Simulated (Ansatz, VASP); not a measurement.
# Two plane-wave programs on K

```
K
1.0
    -2.61800    2.61800    2.68345
     2.61800   -2.61800    2.68345
     2.61800    2.61800   -2.68345
K
1
Cartesian
  0.0000 0.0000 0.0000
```

Change from the starting cell: strain +0.000 along x and y, +0.025 along z, atoms carried along.

Alike in both runs: task single point; functional PBE; k mesh 14 × 14 × 14; occupations gaussian, width 0.15 eV; no spin polarisation.

|  | VASP | Ansatz |
| --- | --- | --- |
| version | VASP 6.6.1 | Ansatz 0.2.0 |
| potentials or method | VASP PAW PBE potentials, release 64 (K_sv), cutoff 520 eV | scalar-relativistic, plane waves, PAW |
| valence electrons in the cell | 9 | 9 |

|  | VASP | Ansatz | Ansatz less VASP |
| --- | --- | --- | --- |
| gap on the k mesh at the Fermi level (eV) | none | none | - |
| pressure (GPa) | 0.0 | 0.0 | 0.00 |

A gap of «none» marks a metal or a gap that the smearing closes.
